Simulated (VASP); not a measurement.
Set up this calculation in VASP 6.6.1, as the native input.

| Quantity | Value |
| --- | --- |
| Task | single point |
| Functional | PBE |
| Dispersion | D3(BJ) |
| Potentials or basis | VASP PAW PBE potentials, release 64 (Pt, H) |
| Cutoff | 520 eV |
| k mesh | 3 × 3 × 1 |
| Occupations | fermi-dirac, width 0.15 eV |
| Spin | no spin polarisation |
| Dipole correction | no |
| Further INCAR settings | LREAL = Auto; ALGO = Normal; EDIFF = 1e-07; NBANDS = 96 |

The structure of HPt8 lies in POSCAR:

```
HPt8
1.0
    5.5437170000      0.0000000000      0.0000000000
    0.0000000000      5.5437170000      0.0000000000
    0.0000000000      0.0000000000     16.8800000000
Pt H
16 2
Direct
    0.2499947238      0.2499947238      0.0592417062
    0.7500022097      0.2499947238      0.0592417062
    0.2499947238      0.7500022097      0.0592417062
    0.7500022097      0.7500022097      0.0592417062
   -0.0106787558     -0.0056460314      0.1735071090
    0.4924313416     -0.0169561325      0.1745616114
   -0.0067463761      0.4794797426      0.1765521327
    0.4926297645      0.4885350389      0.1805331754
    0.2688448923      0.2544502181      0.2859182464
    0.7728388733      0.2132323854      0.2907582938
    0.2481367646      0.7537181281      0.2944490521
    0.7465568679      0.7253617023      0.2881279621
    0.0068004914      0.0015152289      0.3992535545
    0.4957684528      0.0149538658      0.4042120853
   -0.0141060592      0.4911145356      0.4035663507
    0.4799848188      0.5061946705      0.4102962085
    1.3498704930      0.7728929886      0.7190699052
    1.4439950668      0.8147060898      0.6904443128
```

These files were run (other wordings do the same):

INCAR

```
PREC = Accurate
ENCUT = 520
EDIFF = 1E-7
ISMEAR = -1
SIGMA = 0.15
LREAL = Auto
LASPH = True
NELM = 80
ALGO = Normal
ISIF = 2
LWAVE = False
LCHARG = False
GGA = PE
IVDW = 12
NBANDS = 96
```

KPOINTS

```
regular mesh
0
Gamma
  3 3 1
```

Potentials or basis: VASP PAW PBE potentials, release 64 (Pt, H).

Command:

```console
$ cat potpaw_PBE.64/Pt/POTCAR potpaw_PBE.64/H/POTCAR > POTCAR
$ mpirun -np 1 vasp_std > vasp.out
```

Results of the run:

```json
{
 "Largest force": "2.477 eV/Å",
 "Band gap on the k mesh": "zero (band 81 reaches 2.53 eV, above the bottom of band 82 at 1.98 eV)",
 "Dispersion energy per atom": "-0.494 eV"
}
```

Caveat: the k points lie up to 0.38 Å⁻¹ apart; spin-orbit coupling is left out, which moves the levels of the heavy elements.

Run time: 8.3 min on 1 thread of Intel(R) Xeon(R) Platinum 8488C (Sapphire Rapids), on a shared host, peak memory 0.56 GiB.
